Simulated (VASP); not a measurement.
## Ir: relaxation of cell and atoms with LDA

The system is Ir.

```
Ir
1.0
     2.70462    0.00000    0.00000
    -1.35231    2.34227    0.00000
     0.00000    0.00000    4.38801
Ir
2
Direct
  0.33333 0.66667 0.25000
  0.66667 0.33333 0.75000
```

This isn't the form of Ir at room conditions, which is fcc.

```json
{
 "Program": "VASP 6.6.1",
 "Task": "relaxation of cell and atoms",
 "Functional": "LDA",
 "Potentials or basis": "VASP PAW LDA potentials, release 64 (Ir)",
 "Cutoff": "500 eV",
 "k mesh": "9 × 9 × 5",
 "Occupations": "fermi-dirac, width 0.05 eV",
 "Spin": "no spin polarisation",
 "Dipole correction": "no",
 "Further INCAR settings": "ALGO = Normal; EDIFF = 1e-07; IBRION = 2; EDIFFG = -0.01; NSW = 60; ISIF = 3"
}
```

```
Relaxed volume                        : 13.99 Å³/atom
Relaxed cell                          : a = 2.710 Å, b = 2.710 Å, c = 4.397 Å, α = 90.00°, β = 90.00°, γ = 120.00°
Space group after relaxing (to 0.1 Å) : P6_3/mmc (No. 194)
Energy gained by relaxing             : 0.7 meV/atom
Ionic steps                           : 3
Pressure after relaxing               : 0.0 GPa
Band gap on the k mesh                : zero (bands 9 and 10 overlap by 3.15 eV)
```

Stress tensor (GPa, compression positive):
```
-0.01  0.00  0.00
 0.00 -0.01  0.00
 0.00  0.00 -0.08
```

The path:
```
step  energy change (eV)  largest force (eV/Å)  pressure (GPa)  volume (Å³)
   1              0.0000                0.0000            2.57        27.80
   2              0.0214                0.0000           -9.72        28.71
   3             -0.0014                0.0000           -0.03        27.98
```

Final structure:
```cif
data_structure
_symmetry_space_group_name_H-M 'P 1'
_symmetry_Int_Tables_number 1
_cell_length_a 2.7104
_cell_length_b 2.7104
_cell_length_c 4.3973
_cell_angle_alpha 90.000
_cell_angle_beta 90.000
_cell_angle_gamma 120.000
_cell_volume 27.98
loop_
_atom_site_label
_atom_site_type_symbol
_atom_site_fract_x
_atom_site_fract_y
_atom_site_fract_z
_atom_site_occupancy
Ir1 Ir 0.33333 0.66667 0.25000 1
Ir2 Ir 0.66667 0.33333 0.75000 1
```

Levels at points of the mesh, in eV from the Fermi level:
```tsv
k point	band 5	band 6	band 7	band 8	band 9	band 10	band 11	band 12	band 13
(0.00, 0.00, 0.00)	-3.87	-3.19	-3.19	-2.39	-2.39	-0.75	0.34	0.34	7.24
```

Run time: 31 s on 1 thread of Intel(R) Xeon(R) Platinum 8175M CPU @ 2.50GHz (Skylake/Cascade Lake) (shared host), peak memory 0.14 GiB.

Caveat: spin-orbit coupling is left out, which moves the levels of the heavy elements.
